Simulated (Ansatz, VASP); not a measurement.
## One calculation of Sb, two programs

Contents of INCAR:

```
PREC = Accurate
ENCUT = 520
EDIFF = 1E-6
ISMEAR = 0
SIGMA = 0.15
LREAL = F
LASPH = T
NELM = 80
ALGO = Normal
ISIF = 2
LWAVE = F
LCHARG = F
GGA = PS
NBANDS = 8
```

The input KPOINTS:

```
Automatic mesh
0
Gamma
  18 18 18
```

Contents of POSCAR:

```
Sb
1.0
   -1.9555512262      1.8713408863      1.8713408863
    1.9555512262     -1.8713408863      1.8713408863
    1.9555512262      1.8713408863     -1.8713408863
Sb
1
Direct
    0.0000000000      0.0000000000      0.0000000000
```

Input for Ansatz:

```yaml
crystal:
  lattice:
    - [-1.9555512262, 1.8713408863, 1.8713408863]
    - [1.9555512262, -1.8713408863, 1.8713408863]
    - [1.9555512262, 1.8713408863, -1.8713408863]
  atoms:
    - { symbol: Sb, position: [0.0, 0.0, 0.0] }
basis:
  ecutwfc: 420
kpoints:
  mp_grid: { grid: [18, 18, 18] }
hamiltonian:
  xc: pbesol
scf:
  occupations: { method: gaussian, width: 0.15 }
output:
  forces: true
  stress: true
  eigenvalues: true
```

Change from the starting cell: strain +0.0450 x Voigt [1, 0, 0, 0, 0, 0], atoms carried along.

Alike in both runs: task single point; functional PBEsol; k mesh 18 × 18 × 18; occupations gaussian, width 0.15 eV; no spin polarisation.

|  | VASP | Ansatz |
| --- | --- | --- |
| version | VASP 6.6.1 | Ansatz 0.2.0 |
| potentials or method | VASP PAW PBE potentials, release 64 (Sb), cutoff 520 eV | scalar-relativistic, plane waves, PAW |
| valence electrons in the cell | 5 | 15 |

```csv
,VASP,Ansatz,Ansatz less VASP
gap on the k mesh at the Fermi level (eV),none,none,-
pressure (GPa),-3.3,-3.3,+0.03
"traceless stress, the component that is largest in VASP (GPa)",-0.98,-0.97,+0.008
```

VASP's potentials were made for PBE, not for PBEsol. A gap of «none» marks a metal or a gap that the smearing closes. With one functional, cell and mesh, what is left measures potentials, basis and numerics. VASP's potentials hold 5 valence electrons a cell and Ansatz's 15, so a difference there can come from the potentials and not from the codes.

Spin-orbit coupling is off throughout.
